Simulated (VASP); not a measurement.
Write the native input for VASP 6.6.1 that does the following.

| Quantity | Value |
| --- | --- |
| Task | single point |
| Functional | PBEsol |
| Potentials or basis | VASP PAW PBE potentials, release 64 (Mg, O) |
| Cutoff | 520 eV |
| k mesh | 9 × 9 × 6 |
| Occupations | gaussian, width 0.05 eV |
| Spin | no spin polarisation |
| Dipole correction | no |
| Further INCAR settings | ALGO = Normal; EDIFF = 1e-06; NBANDS = 16 |

The structure of MgO lies in POSCAR:

```
MgO
1.0
    3.3034678116      0.0000000000      0.0000000000
   -1.6517339058      2.8608870454      0.0000000000
    0.0000000000      0.0000000000      5.0193879762
Mg O
2 2
Direct
    0.3333333333      0.6666666667     -0.0435585739
    0.6666666667      0.3333333333      0.4564414261
    0.3333333333      0.6666666667      0.4009416620
    0.6666666667      0.3333333333      0.9009416620
```

This cell differs from its parent crystal: c/a of the conventional cell at fixed volume 1.5194.

The input as run:

INCAR

```
PREC     = Accurate       # precision mode
ENCUT    = 520            # plane-wave cutoff, eV
EDIFF    = 1E-6           # SCF threshold, eV
ISMEAR   = 0              # smearing method
SIGMA    = 0.05           # smearing width, eV
LREAL    = F              # projectors in reciprocal space
LASPH    = T              # aspherical terms in the spheres
NELM     = 100            # most SCF steps
ALGO     = Normal         # electronic algorithm
ISIF     = 2              # what is computed and relaxed
LWAVE    = F              # write WAVECAR
LCHARG   = F              # write CHGCAR
GGA      = PS             # functional
NBANDS   = 16             # bands
```

KPOINTS

```
Automatic mesh
0
Gamma
  9 9 6
```

Potentials or basis: VASP PAW PBE potentials, release 64 (Mg, O).

The run is started by

```bash
$ cat potpaw_PBE.64/Mg/POTCAR potpaw_PBE.64/O/POTCAR > POTCAR
$ mpirun -np 1 vasp_std > vasp.out
```

Results of the run:

The pressure is 0.5 GPa. The largest force is 0.610 eV/Å and the band gap on the k mesh is 3.00 eV, direct.

Caveat: the PAW data sets were made with another functional, which shifts forces and pressure a little.

Run time: 24 s on 1 thread of Intel(R) Xeon(R) 6975P-C (Granite Rapids), on a shared host, peak memory 0.19 GiB.
